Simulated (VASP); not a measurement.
Here is a VASP 6.6.1 calculation.

INCAR

```
PREC = Accurate ; ENCUT = 600
EDIFF = 1E-6 ; ISMEAR = 0
SIGMA = 0.1 ; LREAL = False
LASPH = True ; NELM = 100
ALGO = Fast ; ISIF = 3
LWAVE = False ; LCHARG = False
GGA = PE ; IBRION = 2
NSW = 100 ; EDIFFG = -0.01
```

Contents of KPOINTS:

```
Automatic mesh
0
Gamma
  12 12 18
```

The input POSCAR:

```
Li3Os
1.0
    5.0856127057      0.0000000000      0.0000000000
   -2.5428063529      4.4042697970      0.0000000000
    0.0000000000      0.0000000000      2.4325599793
Li Os
3 1
Direct
    0.5000000000      0.5000000000      0.5000000000
    0.0000000000      0.5000000000      0.5000000000
    0.5000000000      0.0000000000      0.5000000000
    0.0000000000      0.0000000000      0.0000000000
```

Potentials or basis: VASP PAW PBE potentials, release 64 (Li_sv, Os).

Run with:

```bash
$ cat potpaw_PBE.64/Li_sv/POTCAR potpaw_PBE.64/Os/POTCAR > POTCAR
$ mpirun -np 1 vasp_std > vasp.out
```

Question: Estimate the relaxed volume.

Answer: 13.60 Å³/atom.

Question: Predict the relaxed cell.

Answer: a = 5.081 Å, b = 5.081 Å, c = 2.433 Å, α = 90.00°, β = 90.00°, γ = 120.00°.

Question: Predict the band gap on the k mesh.

Answer: Zero (an odd number of electrons rules out a gap without spin polarisation).

Question: What does it give for the space group after relaxing (to 0.1 Å)?

Answer: P6/mmm (No. 191).

Stress tensor (GPa, compression positive):
```
-0.08  0.00  0.00
 0.00 -0.08  0.00
 0.00  0.00  0.01
```

Caveat: the cutoff is under 1.25 times the usual one of these potentials, so pressure, stress and relaxed cells hold a basis-set (Pulay) error; spin-orbit coupling is left out, which moves the levels of the heavy elements.
